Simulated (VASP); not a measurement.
A run of VASP 6.6.1 is set up as follows.

INCAR

```
PREC     = Accurate       # precision mode
ENCUT    = 520            # plane-wave cutoff, eV
EDIFF    = 1E-7           # SCF threshold, eV
ISMEAR   = -1             # smearing method
SIGMA    = 0.05           # smearing width, eV
LREAL    = F              # projectors in reciprocal space
LASPH    = T              # aspherical terms in the spheres
NELM     = 100            # most SCF steps
ALGO     = Normal         # electronic algorithm
ISIF     = 2              # what is computed and relaxed
LWAVE    = F              # write WAVECAR
LCHARG   = F              # write CHGCAR
GGA      = PE             # functional
NBANDS   = 26             # bands
```

The input KPOINTS:

```
regular mesh
0
Gamma
  10 10 6
```

POSCAR

```
WC
1.0
    2.5822465935      0.0000000000      0.0000000000
   -1.2911232968      2.2362911488      0.0000000000
    0.0000000000      0.0000000000      5.2865349846
W C
2 2
Direct
    0.0000000000      0.0000000000      0.0000000000
    0.0000000000      0.0000000000      0.5000000000
    0.3333333333      0.6666666667      0.2500000000
    0.6666666667      0.3333333333      0.7500000000
```

Potentials or basis: VASP PAW PBE potentials, release 64 (W_sv, C).

Run with:

```console
$ cat potpaw_PBE.64/W_sv/POTCAR potpaw_PBE.64/C/POTCAR > POTCAR
$ mpirun -np 1 vasp_std > vasp.out
```

Task: Predict the pressure.

Result: 248.8 GPa.

Task: What does it give for the band gap on the k mesh?

Result: Zero (band 18 reaches 16.77 eV, above the bottom of band 19 at 15.79 eV).

Stress tensor (GPa, compression positive):
```
248.91   0.00   0.00
  0.00 248.91   0.00
  0.00   0.00 248.46
```

Caveat: spin-orbit coupling is left out, which moves the levels of the heavy elements.
